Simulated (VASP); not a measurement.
# SrO (P6_3/mmc) in VASP: single point with HSE06

Aim: the single point of SrO with HSE06.

All numbers are computed with VASP 6.6.1; they aren't measurements. Logs are shortened: lines on timing, memory, paths and dates and some standing lists are left out, and cuts for length are marked.

## 1. The cell of the first run

The structure is hexagonal, space group P6_3/mmc (No. 194). Conventional cell: a = 3.563 Å, b = 3.563 Å, c = 6.255 Å, α = 90.00°, β = 90.00°, γ = 120.00°. Sr (site symmetry -3m) has 6 O at 2.58 Å and 2 Sr at 3.13 Å within 3.4 Å. O (site symmetry -6m2) has 6 Sr at 2.58 Å within 3.4 Å.

## 2. Single point, HSE06

The input, POSCAR:

```
SrO
1.0
    3.5632380093      0.0000000000      0.0000000000
   -1.7816190046      3.0858546358      0.0000000000
    0.0000000000      0.0000000000      6.2551048169
Sr O
2 2
Direct
    0.0000000000      0.0000000000      0.0000000000
    0.0000000000      0.0000000000      0.5000000000
    0.3333333333      0.6666666667      0.2500000000
    0.6666666667      0.3333333333      0.7500000000
```

The input, INCAR.step1:

```
SYSTEM = SrO
PREC     = Accurate       ! precision mode
ENCUT    = 520            ! plane-wave cutoff, eV
EDIFF    = 1E-5           ! SCF threshold, eV
ISMEAR   = 0              ! smearing method
SIGMA    = 0.01           ! smearing width, eV
LREAL    = .False.        ! projectors in reciprocal space
LASPH    = .True.         ! aspherical terms in the spheres
NELM     = 60             ! most SCF steps
ALGO     = Normal         ! electronic algorithm
ISIF     = 2              ! what is computed and relaxed
LWAVE    = .True.         ! write WAVECAR
LCHARG   = .False.        ! write CHGCAR
GGA      = PE             ! functional
NBANDS   = 24             ! bands
```

The input, INCAR.step2:

```
SYSTEM = SrO
PREC     = Accurate       ! precision mode
ENCUT    = 520            ! plane-wave cutoff, eV
EDIFF    = 1E-6           ! SCF threshold, eV
ISMEAR   = 0              ! smearing method
SIGMA    = 0.01           ! smearing width, eV
LREAL    = .False.        ! projectors in reciprocal space
LASPH    = .True.         ! aspherical terms in the spheres
NELM     = 60             ! most SCF steps
ALGO     = Normal         ! electronic algorithm
ISIF     = 2              ! what is computed and relaxed
LWAVE    = .False.        ! write WAVECAR
LCHARG   = .False.        ! write CHGCAR
GGA      = PE             ! functional
LHFCALC  = .True.         ! exact exchange
HFSCREEN = 0.2079         ! screening, 1/A
PRECFOCK = Normal       
ISTART   = 1            
NBANDS   = 24             ! bands
```

The input, KPOINTS:

```
Automatic mesh
0
Gamma
  6 6 2
  0 0 0
```

Potentials or basis: VASP PAW PBE potentials, release 64 (Sr_sv, O).

Launch:

```sh
> cat potpaw_PBE.64/Sr_sv/POTCAR potpaw_PBE.64/O/POTCAR > POTCAR
> cp INCAR.step1 INCAR
> mpirun -np 1 vasp_std > vasp.out
> cp INCAR.step2 INCAR
> mpirun -np 1 vasp_std > vasp.out
```

OUTCAR:

```text
SYSTEM = SrO
   PREC = Accurate
   ENCUT = 520
   EDIFF = 1E-6
   ISMEAR = 0
   LREAL = .False.
   LASPH = .True.
   NELM = 60
   ISIF = 2
   GGA = PE
   LHFCALC = .True.
   HFSCREEN = 0.2079
   PRECFOCK = Normal
   ISTART = 1

 ion  position               nearest neighbor table
   1  0.000  0.000  0.000-   3 2.58   4 2.58   3 2.58   4 2.58   4 2.58   3 2.58   2 3.13   2 3.13
                             2 4.74   2 4.74   2 4.74   2 4.74   2 4.74   2 4.74   2 4.74   2 4.74
   2  0.000  0.000  0.500-   3 2.58   4 2.58   3 2.58   4 2.58   4 2.58   3 2.58   1 3.13   1 3.13
                             1 4.74   1 4.74   1 4.74   1 4.74   1 4.74   1 4.74   1 4.74   1 4.74
   3  0.333  0.667  0.250-   1 2.58   2 2.58   1 2.58   2 2.58   1 2.58   2 2.58
   4  0.667  0.333  0.750-   1 2.58   2 2.58   1 2.58   2 2.58   1 2.58   2 2.58

  LATTYP: Found a hexagonal cell.
 ALAT       =     3.5632380093
 C/A-ratio  =     1.7554552350

  Lattice vectors:

 A1 = (   3.5632380093,   0.0000000000,   0.0000000000)
 A2 = (  -1.7816190046,   3.0858546358,   0.0000000000)
 A3 = (   0.0000000000,   0.0000000000,   6.2551048169)

Analysis of symmetry for initial positions (statically):
=====================================================================
 Subroutine PRICEL returns:
 Original cell was already a primitive cell.

 Routine SETGRP: Setting up the symmetry group for a
 hexagonal supercell.

 Subroutine GETGRP returns: Found 24 space group operations
 (whereof 12 operations were pure point group operations)
 out of a pool of 24 trial point group operations.

The static configuration has the point symmetry D_3d.
 The point group associated with its full space group is D_6h.

Analysis of symmetry for dynamics (positions and initial velocities):
=====================================================================
 Subroutine PRICEL returns:
 Original cell was already a primitive cell.

 Routine SETGRP: Setting up the symmetry group for a
 hexagonal supercell.

 Subroutine GETGRP returns: Found 24 space group operations
 (whereof 12 operations were pure point group operations)
 out of a pool of 24 trial point group operations.

The dynamic configuration has the point symmetry D_3d.
 The point group associated with its full space group is D_6h.

 Subroutine INISYM returns: Found 24 space group operations
 (whereof 12 operations are pure point group operations),
 and found     1 'primitive' translations

----------------------------------------------------------------------------------------

                                     Primitive cell

  volume of cell :      68.7788

  direct lattice vectors                    reciprocal lattice vectors
     3.563238009  0.000000000  0.000000000     0.280643616  0.162029667  0.000000000
    -1.781619005  3.085854636  0.000000000     0.000000000  0.324059335  0.000000000
     0.000000000  0.000000000  6.255104817     0.000000000  0.000000000  0.159869423

  length of vectors
     3.563238009  3.563238009  6.255104817     0.324059335  0.324059335  0.159869423

  position of ions in fractional coordinates (direct lattice)
     0.000000000  0.000000000  0.000000000
     0.000000000  0.000000000  0.500000000
     0.333333333  0.666666667  0.250000000
     0.666666667  0.333333333  0.750000000

  ion indices of the primitive-cell ions
   primitive index   ion index
                 1           1
                 2           2
                 3           3
                 4           4

----------------------------------------------------------------------------------------

 KPOINTS: Automatic mesh

Automatic generation of k-mesh.
 Grid dimensions read from file:
 generate k-points for:    6    6    2

 Generating k-lattice:

  Cartesian coordinates                     Fractional coordinates (reciprocal lattice)
     0.046773936  0.027004945  0.000000000     0.166666667  0.000000000  0.000000000
     0.000000000  0.054009889  0.000000000     0.000000000  0.166666667  0.000000000
     0.000000000  0.000000000  0.079934712     0.000000000  0.000000000  0.500000000

  Length of vectors
     0.054009889  0.054009889  0.079934712

  Shift w.r.t. Gamma in fractional coordinates (k-lattice)
     0.000000000  0.000000000  0.000000000

 Subroutine IBZKPT returns following result:
 ===========================================

 Found     14 irreducible k-points:

 Following reciprocal coordinates:
            Coordinates               Weight
  0.000000  0.000000  0.000000      1.000000
  0.166667 -0.000000  0.000000      6.000000
  0.333333 -0.000000  0.000000      6.000000
  0.500000 -0.000000  0.000000      3.000000
  0.166667  0.166667  0.000000      6.000000
  0.333333  0.166667  0.000000     12.000000
  0.333333  0.333333  0.000000      2.000000
  0.000000  0.000000  0.500000      1.000000
  0.166667 -0.000000  0.500000      6.000000
  0.333333 -0.000000  0.500000      6.000000
  0.500000 -0.000000  0.500000      3.000000
  0.166667  0.166667  0.500000      6.000000
  0.333333  0.166667  0.500000     12.000000
  0.333333  0.333333  0.500000      2.000000
   k-points           NKPTS =     14   k-points in BZ     NKDIM =     72   number of bands    NBANDS=     24
   number of dos      NEDOS =    301   number of ions     NIONS =      4
   total plane-waves  NPLWV =  37632
   dimension x,y,z NGX =    28 NGY =   28 NGZ =   48
   dimension x,y,z NGXF=    56 NGYF=   56 NGZF=   96
   ions per type =               2   2
   NGX,Y,Z   is equivalent  to a cutoff of  13.06, 13.06, 12.76 a.u.
   NGXF,Y,Z  is equivalent  to a cutoff of  26.13, 26.13, 25.51 a.u.
 SYSTEM =  SrO
   PREC   = accura    normal or accurate (medium, high low for compatibility)
   ISTART =      1    job   : 0-new  1-cont  2-samecut
   ICHARG =      0    charge: 1-file 2-atom 10-const
   ISPIN  =      1    spin polarized calculation?
   LNONCOLLINEAR =      F non collinear calculations
   LSORBIT =      F    spin-orbit coupling
   LASPH  =      T    aspherical Exc in radial PAW
   ENCUT  =  520.0 eV  38.22 Ry    6.18 a.u.   6.63  6.63 11.63*2*pi/ulx,y,z
   NELM   =     60;   NELMIN=  2; NELMDL=  0     # of ELM steps
   EDIFF  = 0.1E-05   stopping-criterion for ELM
   LREAL  =      F    real-space projection
   EDIFFG = 0.1E-04   stopping-criterion for IOM
   NSW    =      0    number of steps for IOM
   IBRION =     -1    ionic relax: 0-MD 1-quasi-New 2-CG
   NFREE  =      0    steps in history (QN), initial steepest desc. (CG)
   ISIF   =      2    stress and relaxation
   ISYM   =      3    0-nonsym 1-usesym 2-fastsym
   POTIM  = 0.5000    time-step for ionic-motion
   TEBEG  =    0.0;   TEEND  =   0.0 temperature during run
   PSTRESS=    0.0 pullay stress
   NELECT =      32.0000    total number of electrons
   NUPDOWN=      -1.0000    fix difference up-down
   EMIN   =  10.00;   EMAX   =-10.00  energy-range for DOS
   EFERMI =   0.00;   METHOD = LEGACY
   ISMEAR =     0;   SIGMA  =   0.01  broadening in eV -4-tet -1-fermi 0-gaus
   EFERMI_NEDOS =   21; number of points for ismear=-14 and -15
   IALGO  =     38    algorithm
   IMIX   =      1    mixing-type and parameters
     AMIX     =   0.40;   BMIX     =  1.00
     AMIX_MAG =   1.60;   BMIX_MAG =  1.00
  volume/ion in A,a.u.               =      17.19       116.04
  Fermi-wavevector in a.u.,A,eV,Ry     =   1.268547  2.397206 21.894648  1.609211
  Thomas-Fermi vector in A             =   2.401636
   LORBIT       =      0    0 simple, 1 ext, 2 COOP (PROOUT), +10 PAW based schemes
   GGA     = PE    functional components
   LHFCALC =     T    Hartree Fock is set to
   PRECFOCK=normal    Normal, Fast or Accurate (Low or Medium for compatibility)
   ENCUT4O =  -1.0   cutoff for four orbital integrals eV
   NKREDX  =     1    reduce k-point grid by
   NKREDY  =     1    reduce k-point grid by
   NKREDZ  =     1    reduce k-point grid by
   AEXX    =    0.2500 exact exchange contribution
   HFSCREEN=    0.2079 screening length (either q_TF or 0.3 A-1)
   HFSCREENC=   0.2079 screening length for correlation (either q_TF or 0.3 A-1)
   ENCUTFOCK=  -1.0 apply spherical cutoff to Coloumb kernel
   IVDW    =     0    specifies the selected vdW correction
   LEPSILON=     F    determine dielectric tensor
   LRPA    =     F    only Hartree local field effects (RPA)
 non-spin polarized calculation
 Gauss-broadening in eV      SIGMA  =   0.01
  energy-cutoff  :      520.00
  volume of cell :       68.78
 maximum number of plane-waves:      1867
 NGX is ok and might be reduce to    28
  NGX = 20; NGY = 20; NGZ = 36

 number of electron      31.9999999 magnetization

 Free energy of the ion-electron system (eV)
  ---------------------------------------------------
  ext. energy  EPLUGINS =         0.00000000
  ---------------------------------------------------
  free energy    TOTEN  =       -27.74967322 eV

  energy without entropy =      -27.74967322  energy(sigma->0) =      -27.74967322

 E-fermi :   0.7684     XC(G=0):  -8.2141

 val. band max:        0.6553410780   @ k =   0.0000   0.0000   0.0000
 cond. band min:       5.5627028547   @ k =   0.0000   0.0000   0.0000
 fundamental gap:      4.9073617767
 Fermi energy:         0.7684004642

 k-point     1 :       0.0000    0.0000    0.0000
  band No.  band energies     occupation
      1     -34.1527      2.00000
      2     -33.9259      2.00000
      3     -17.6252      2.00000
      4     -15.9595      2.00000
      5     -14.5008      2.00000
      6     -14.5008      2.00000
[... 16 lines left out ...]
     23       9.7079      0.00000
     24      10.1494      0.00000

 k-point     2 :       0.1667   -0.0000    0.0000
  band No.  band energies     occupation
      1     -34.1221      2.00000
      2     -33.9007      2.00000
      3     -17.4250      2.00000
      4     -16.3815      2.00000
      5     -14.5641      2.00000
      6     -14.5292      2.00000
[... 16 lines left out ...]
     23      10.0590      0.00000
     24      11.4177      0.00000
[... 295 lines left out ...]
     23      11.4984      0.00000
     24      11.4984      0.00000

 k-point    14 :       0.3333    0.3333    0.5000
  band No.  band energies     occupation
      1     -33.9135      2.00000
      2     -33.9135      2.00000
      3     -16.7632      2.00000
      4     -16.7632      2.00000
      5     -15.0924      2.00000
      6     -15.0924      2.00000
[... 16 lines left out ...]
     23      11.0806      0.00000
     24      11.0806      0.00000

------------------------ aborting loop because EDIFF is reached ----------------------------------------

  FORCE on cell =-STRESS in cart. coord.  units (eV):
  Direction    XX          YY          ZZ          XY          YZ          ZX
  --------------------------------------------------------------------------------------
  -------------------------------------------------------------------------------------
  Total        0.1153560      0.1153560      0.1978514      0.0000000      0.0000000      0.0000000
  in kB        2.6871739      2.6871739      4.6088731      0.0000000      0.0000000      0.0000000
  external PRESSURE =       3.3277403 kB  Pullay stress =       0.0000000 kB

 VOLUME and BASIS-vectors are now :
 -----------------------------------------------------------------------------
  energy-cutoff  :      520.00
  volume of cell :       68.78
      direct lattice vectors                 reciprocal lattice vectors
     3.563238009  0.000000000  0.000000000     0.280643616  0.162029667  0.000000000
    -1.781619005  3.085854636  0.000000000     0.000000000  0.324059335  0.000000000
     0.000000000  0.000000000  6.255104817     0.000000000  0.000000000  0.159869423

 POSITION                                       TOTAL-FORCE (eV/Angst)
 -----------------------------------------------------------------------------------
      0.00000      0.00000      0.00000         0.000000      0.000000     -0.000000
      0.00000      0.00000      3.12755         0.000000      0.000000     -0.000000
     -0.00000      2.05724      1.56378        -0.000000      0.000000      0.000000
      1.78162      1.02862      4.69133        -0.000000      0.000000     -0.000000
 -----------------------------------------------------------------------------------
    total drift:                                0.000000      0.000000     -0.000000

  FREE ENERGIE OF THE ION-ELECTRON SYSTEM (eV)
  ---------------------------------------------------
  free  energy   TOTEN  =       -27.7496732150 eV

  energy  without entropy=      -27.7496732150  energy(sigma->0) =      -27.74967322
```

Wall time 36 min (1 thread of Oxide Virtual Turin-like, shared host); peak memory 0.28 GiB.

Results:

```
Free energy            : -27.7497 eV
Pressure               : 0.3 GPa
Band gap on the k mesh : 4.91 eV
```

Caveat: the k points lie up to 0.50 Å⁻¹ apart; the PAW data sets were made with another functional, which shifts forces and pressure a little. A k mesh can miss the band edges.
